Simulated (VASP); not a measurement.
# BeS (I-4m2) in VASP: a series of runs

The runs below take BeS through single point, with PBE, r2SCAN.

All numbers are computed with VASP 6.6.1; they aren't measurements. Logs are shortened: lines on timing, memory, paths and dates and some standing lists are left out, and cuts for length are marked.

## 1. The cell of the first run

Symmetry: I-4m2, No. 119, tetragonal system. The conventional cell has a = 3.413 Å, b = 3.413 Å, c = 4.869 Å, α = 90.00°, β = 90.00°, γ = 90.00°. Within 2.8 Å of Be (site symmetry -4m2) lie 4 S at 2.10 Å. S (site symmetry -4m2) has 4 Be at 2.10 Å within 2.8 Å.

## 2. Single point, PBE (biaxial xy strain -0.9%)

Contents of INCAR:

```
ALGO = Normal
EDIFF = 1E-6
ENCUT = 520
GGA = PE
ISIF = 2
ISMEAR = -1
LASPH = True
LCHARG = False
LREAL = False
LWAVE = False
NBANDS = 11
NELM = 100
PREC = Accurate
SIGMA = 0.02
```

Contents of KPOINTS:

```
k-points
0
Gamma
  10 10 10
```

Contents of POSCAR:

```
BeS
1.0
    0.0000000000      2.4131277662      2.4343062304
    2.4131277662      0.0000000000      2.4343062304
    2.4131277662      2.4131277662      0.0000000000
Be S
1 1
Direct
    0.0000000000      0.0000000000      0.0000000000
    0.2500000000      0.2500000000      0.2500000000
```

Potentials or basis: VASP PAW PBE potentials, release 64 (Be, S).

Launch:

```console
cat potpaw_PBE.64/Be/POTCAR potpaw_PBE.64/S/POTCAR > POTCAR
mpirun -np 1 vasp_std > vasp.out
```

OUTCAR:

```text
EDIFF = 1E-6
   ENCUT = 520
   GGA = PE
   ISIF = 2
   ISMEAR = -1
   LASPH = True
   LREAL = False
   NELM = 100
   PREC = Accurate

 ion  position               nearest neighbor table
   1  0.000  0.000  0.000-   2 2.10   2 2.10   2 2.10   2 2.10
   2  0.250  0.250  0.250-   1 2.10   1 2.10   1 2.10   1 2.10

  LATTYP: Found a body centered tetragonal cell.
 ALAT       =     3.4126780147
 C/A-ratio  =     1.4266252016

  Lattice vectors:

 A1 = (  -2.4131277662,   0.0000000000,   2.4343062304)
 A2 = (   2.4131277662,   0.0000000000,   2.4343062304)
 A3 = (   0.0000000000,   2.4131277662,  -2.4343062304)

Analysis of symmetry for initial positions (statically):
=====================================================================
 Subroutine PRICEL returns:
 Original cell was already a primitive cell.

 Routine SETGRP: Setting up the symmetry group for a
 body centered tetragonal supercell.

 Subroutine GETGRP returns: Found  8 space group operations
 (whereof  8 operations were pure point group operations)
 out of a pool of 16 trial point group operations.

The static configuration has the point symmetry D_2d.

Analysis of symmetry for dynamics (positions and initial velocities):
=====================================================================
 Subroutine PRICEL returns:
 Original cell was already a primitive cell.

 Routine SETGRP: Setting up the symmetry group for a
 body centered tetragonal supercell.

 Subroutine GETGRP returns: Found  8 space group operations
 (whereof  8 operations were pure point group operations)
 out of a pool of 16 trial point group operations.

The dynamic configuration has the point symmetry D_2d.

 Subroutine INISYM returns: Found  8 space group operations
 (whereof  8 operations are pure point group operations),
 and found     1 'primitive' translations

----------------------------------------------------------------------------------------

                                     Primitive cell

  volume of cell :      28.3508

  direct lattice vectors                    reciprocal lattice vectors
     0.000000000  2.413127766  2.434306230    -0.207199970  0.207199970  0.205397330
     2.413127766  0.000000000  2.434306230     0.207199970 -0.207199970  0.205397330
     2.413127766  2.413127766  0.000000000     0.207199970  0.207199970 -0.205397330

  length of vectors
     3.427686164  3.427686164  3.412678015     0.357843147  0.357843147  0.357843147

  position of ions in fractional coordinates (direct lattice)
     0.000000000  0.000000000  0.000000000
     0.250000000  0.250000000  0.250000000

  ion indices of the primitive-cell ions
   primitive index   ion index
                 1           1
                 2           2

----------------------------------------------------------------------------------------

 KPOINTS: k-points

Automatic generation of k-mesh.
 Grid dimensions read from file:
 generate k-points for:   10   10   10

 Generating k-lattice:

  Cartesian coordinates                     Fractional coordinates (reciprocal lattice)
    -0.020719997  0.020719997  0.020539733     0.100000000  0.000000000  0.000000000
     0.020719997 -0.020719997  0.020539733     0.000000000  0.100000000  0.000000000
     0.020719997  0.020719997 -0.020539733    -0.000000000 -0.000000000  0.100000000

  Length of vectors
     0.035784315  0.035784315  0.035784315

  Shift w.r.t. Gamma in fractional coordinates (k-lattice)
     0.000000000  0.000000000  0.000000000

 Subroutine IBZKPT returns following result:
 ===========================================

 Found    102 irreducible k-points:

 Following reciprocal coordinates:
            Coordinates               Weight
  0.000000  0.000000  0.000000      1.000000
  0.100000  0.000000  0.000000      8.000000
  0.200000  0.000000  0.000000      8.000000
  0.300000  0.000000  0.000000      8.000000
  0.400000 -0.000000  0.000000      8.000000
  0.500000  0.000000  0.000000      4.000000
[... 16 lines left out ...]
  0.300000  0.300000  0.000000      2.000000
  0.400000  0.300000  0.000000      8.000000
 [... further k-points ...]
   k-points           NKPTS =    102   k-points in BZ     NKDIM =    102   number of bands    NBANDS=     11
   number of dos      NEDOS =    301   number of ions     NIONS =      2
   total plane-waves  NPLWV =  21952
   dimension x,y,z NGX =    28 NGY =   28 NGZ =   28
   dimension x,y,z NGXF=    56 NGYF=   56 NGZF=   56
   ions per type =               1   1
   NGX,Y,Z   is equivalent  to a cutoff of  13.58, 13.58, 13.64 a.u.
   NGXF,Y,Z  is equivalent  to a cutoff of  27.16, 27.16, 27.28 a.u.
 SYSTEM =  unknown system
   PREC   = accura    normal or accurate (medium, high low for compatibility)
   ISTART =      0    job   : 0-new  1-cont  2-samecut
   ICHARG =      2    charge: 1-file 2-atom 10-const
   ISPIN  =      1    spin polarized calculation?
   LNONCOLLINEAR =      F non collinear calculations
   LSORBIT =      F    spin-orbit coupling
   LASPH  =      T    aspherical Exc in radial PAW
   ENCUT  =  520.0 eV  38.22 Ry    6.18 a.u.   6.37  6.37  6.35*2*pi/ulx,y,z
   NELM   =    100;   NELMIN=  2; NELMDL= -5     # of ELM steps
   EDIFF  = 0.1E-05   stopping-criterion for ELM
   LREAL  =      F    real-space projection
   EDIFFG = 0.1E-04   stopping-criterion for IOM
   NSW    =      0    number of steps for IOM
   IBRION =     -1    ionic relax: 0-MD 1-quasi-New 2-CG
   NFREE  =      0    steps in history (QN), initial steepest desc. (CG)
   ISIF   =      2    stress and relaxation
   ISYM   =      2    0-nonsym 1-usesym 2-fastsym
   POTIM  = 0.5000    time-step for ionic-motion
   TEBEG  =    0.0;   TEEND  =   0.0 temperature during run
   PSTRESS=    0.0 pullay stress
   NELECT =       8.0000    total number of electrons
   NUPDOWN=      -1.0000    fix difference up-down
   EMIN   =  10.00;   EMAX   =-10.00  energy-range for DOS
   EFERMI =   0.00;   METHOD = LEGACY
   ISMEAR =    -1;   SIGMA  =   0.02  broadening in eV -4-tet -1-fermi 0-gaus
   EFERMI_NEDOS =   21; number of points for ismear=-14 and -15
   IALGO  =     38    algorithm
   IMIX   =      4    mixing-type and parameters
     AMIX     =   0.40;   BMIX     =  1.00
     AMIX_MAG =   1.60;   BMIX_MAG =  1.00
  volume/ion in A,a.u.               =      14.18        95.66
  Fermi-wavevector in a.u.,A,eV,Ry     =   1.073782  2.029154 15.687630  1.153008
  Thomas-Fermi vector in A             =   2.209592
   LORBIT       =      0    0 simple, 1 ext, 2 COOP (PROOUT), +10 PAW based schemes
   GGA     = PE    functional components
   LHFCALC =     F    Hartree Fock is set to
   AEXX    =    0.0000 exact exchange contribution
   IVDW    =     0    specifies the selected vdW correction
   LEPSILON=     F    determine dielectric tensor
   LRPA    =     F    only Hartree local field effects (RPA)
 non-spin polarized calculation
  energy-cutoff  :      520.00
  volume of cell :       28.35
 maximum number of plane-waves:       776
 NGX is ok and might be reduce to    28
   NGX = 13   NGY = 13   NGZ = 13

 number of electron       8.0000000 magnetization

 Free energy of the ion-electron system (eV)
  ---------------------------------------------------
  ext. energy  EPLUGINS =         0.00000000
  ---------------------------------------------------
  free energy    TOTEN  =       -10.00872002 eV

  energy without entropy =      -10.00872002  energy(sigma->0) =      -10.00872002

 E-fermi :   4.7018     XC(G=0):  -9.7557

 val. band max:        4.2528633513   @ k =   0.0000   0.0000   0.0000
 cond. band min:       7.3116739263   @ k =   0.5000   0.0000   0.5000
 fundamental gap:      3.0588105750
 Fermi energy:         4.7017864922

 k-point     1 :       0.0000    0.0000    0.0000
  band No.  band energies     occupation
      1      -9.4962      2.00000
      2       4.2053      2.00000
      3       4.2529      2.00000
      4       4.2529      2.00000
      5       9.9009      0.00000
      6       9.9009      0.00000
      7       9.9128      0.00000
      8      10.1735      0.00000
      9      16.9639      0.00000
     10      17.1593      0.00000
     11      19.1564      0.00000

 k-point     2 :       0.1000    0.0000    0.0000
  band No.  band energies     occupation
      1      -9.3810      2.00000
      2       3.4084      2.00000
      3       4.0843      2.00000
      4       4.1219      2.00000
      5       9.8657      0.00000
      6      10.1436      0.00000
      7      10.1509      0.00000
      8      11.0517      0.00000
      9      16.4662      0.00000
     10      16.6311      0.00000
     11      19.0595      0.00000

 k-point     3 :       0.2000    0.0000    0.0000
  band No.  band energies     occupation
      1      -9.0522      2.00000
      2       1.7618      2.00000
      3       3.7721      2.00000
      4       3.8242      2.00000
      5       9.8308      0.00000
      6      10.6291      0.00000
      7      10.6382      0.00000
      8      12.7273      0.00000
      9      16.0012      0.00000
     10      16.1014      0.00000
     11      18.6984      0.00000

 k-point     4 :       0.3000    0.0000    0.0000
  band No.  band energies     occupation
      1      -8.5719      2.00000
      2       0.1217      2.00000
      3       3.4530      2.00000
      4       3.5197      2.00000
      5       9.7874      0.00000
      6      10.8717      0.00000
      7      10.9160      0.00000
      8      14.2828      0.00000
      9      16.4898      0.00000
     10      16.5065      0.00000
     11      18.4832      0.00000

 k-point     5 :       0.4000   -0.0000    0.0000
  band No.  band energies     occupation
      1      -8.0889      2.00000
      2      -1.1118      2.00000
      3       3.2319      2.00000
      4       3.3089      2.00000
      5       9.7483      0.00000
      6      10.8226      0.00000
      7      10.8895      0.00000
      8      15.2199      0.00000
      9      17.8875      0.00000
     10      17.9355      0.00000
     11      18.8879      0.00000
[... 211 lines left out ...]
 k-point    21 :      -0.3000    0.2000    0.0000
  band No.  band energies     occupation
      1      -7.9510      2.00000
      2      -0.4748      2.00000
      3       1.3945      2.00000
      4       3.1633      2.00000
      5      10.1853      0.00000
      6      11.9230      0.00000
      7      12.0377      0.00000
      8      13.9935      0.00000
      9      15.6048      0.00000
     10      18.0854      0.00000
     11      20.9614      0.00000

 k-point    22 :      -0.2000    0.2000    0.0000
  band No.  band energies     occupation
      1      -8.4049      2.00000
      2       0.4443      2.00000
      3       1.8539      2.00000
      4       3.5836      2.00000
      5      10.5797      0.00000
      6      11.3141      0.00000
      7      11.6389      0.00000
      8      12.9950      0.00000
      9      14.8998      0.00000
     10      18.7941      0.00000
     11      19.8495      0.00000

 k-point    23 :       0.3000    0.3000    0.0000
  band No.  band energies     occupation
      1      -8.2800      2.00000
      2       0.7594      2.00000
      3       2.2931      2.00000
      4       2.2931      2.00000
      5       8.3475      0.00000
      6      10.2367      0.00000
      7      13.9424      0.00000
      8      13.9424      0.00000
      9      16.4778      0.00000
     10      18.9684      0.00000
     11      21.6770      0.00000

 k-point    24 :       0.4000    0.3000    0.0000
  band No.  band energies     occupation
      1      -7.9046      2.00000
      2       0.0281      2.00000
      3       1.7898      2.00000
      4       2.0727      2.00000
      5       8.3336      0.00000
      6      10.1337      0.00000
      7      14.4092      0.00000
      8      14.5472      0.00000
      9      18.0101      0.00000
     10      19.6553      0.00000
     11      21.0744      0.00000

 [... further k-points ...]

------------------------ aborting loop because EDIFF is reached ----------------------------------------

  FORCE on cell =-STRESS in cart. coord.  units (eV):
  Direction    XX          YY          ZZ          XY          YZ          ZX
  --------------------------------------------------------------------------------------
  -------------------------------------------------------------------------------------
  Total        0.4317719      0.4317719      0.2786406      0.0000000      0.0000000     -0.0000000
  in kB       24.4005228     24.4005228     15.7466860      0.0000000      0.0000000     -0.0000000
  external PRESSURE =      21.5159105 kB  Pullay stress =       0.0000000 kB

 VOLUME and BASIS-vectors are now :
 -----------------------------------------------------------------------------
  energy-cutoff  :      520.00
  volume of cell :       28.35
      direct lattice vectors                 reciprocal lattice vectors
     0.000000000  2.413127766  2.434306230    -0.207199970  0.207199970  0.205397330
     2.413127766  0.000000000  2.434306230     0.207199970 -0.207199970  0.205397330
     2.413127766  2.413127766  0.000000000     0.207199970  0.207199970 -0.205397330

 POSITION                                       TOTAL-FORCE (eV/Angst)
 -----------------------------------------------------------------------------------
      0.00000      0.00000      0.00000        -0.000000     -0.000000      0.000000
      1.20656      1.20656      1.21715         0.000000      0.000000     -0.000000
 -----------------------------------------------------------------------------------
    total drift:                                0.000000      0.000000      0.000000

  FREE ENERGIE OF THE ION-ELECTRON SYSTEM (eV)
  ---------------------------------------------------
  free  energy   TOTEN  =       -10.0087200218 eV

  energy  without entropy=      -10.0087200218  energy(sigma->0) =      -10.00872002
```

Run time: 26 s. Hardware: 1 thread of AMD EPYC 7R13, shared host; peak memory 0.17 GiB.

Results:

* Free energy: -10.0087 eV
* Pressure: 2.2 GPa
* Band gap on the k mesh: 3.06 eV, indirect (least direct gap 5.65 eV)

Caveat: the cell differs from its parent crystal (biaxial xy strain -0.9%).

(Part 1 of 2 ends here.)
